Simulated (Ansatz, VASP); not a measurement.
One calculation of YMn2, two programs

```xyz
6
Lattice="0.0000 3.8300 3.8300 3.8300 0.0000 3.8300 3.8300 3.8300 0.0000" Properties=species:S:1:pos:R:3 pbc="T T T"
Y     3.8300    3.8300    3.8300
Y     5.7450    5.7450    5.7450
Mn    0.9575    0.9575    0.9575
Mn    0.9575    2.8725    2.8725
Mn    2.8725    2.8725    0.9575
Mn    2.8725    0.9575    2.8725
```

Alike in both runs: task single point; functional PBE; k mesh 8 × 8 × 8; occupations gaussian, width 0.1 eV; collinear spin.

|  | VASP | Ansatz |
| --- | --- | --- |
| version | VASP 6.6.1 | Ansatz 0.2.0 |
| potentials or method | VASP PAW PBE potentials, release 64 (Y_sv, Mn_pv), cutoff 520 eV | scalar-relativistic, plane waves, PAW |
| valence electrons in the cell | 74 | 82 |

Ansatz gave:

| Property | Result |
| --- | --- |
| gap on the k mesh at the Fermi level (eV) | none |
| pressure (GPa) | -9.5 |
| net moment per atom (μB) | 1.37 |
| size of the moment on the site where the two differ most (μB) | 0.29 |

**Question.** Which values does VASP return?

**Answer.** gap on the k mesh at the Fermi level (eV): none; pressure (GPa): -8.7; net moment per atom (μB): 1.43; size of the moment on the site where the two differ most (μB): 0.38.

Site moments also hang on the region over which each program counts them. A gap of «none» marks a metal or a gap that the smearing closes. VASP's potentials hold 74 valence electrons a cell and Ansatz's 82, so a difference there can come from the potentials and not from the codes.
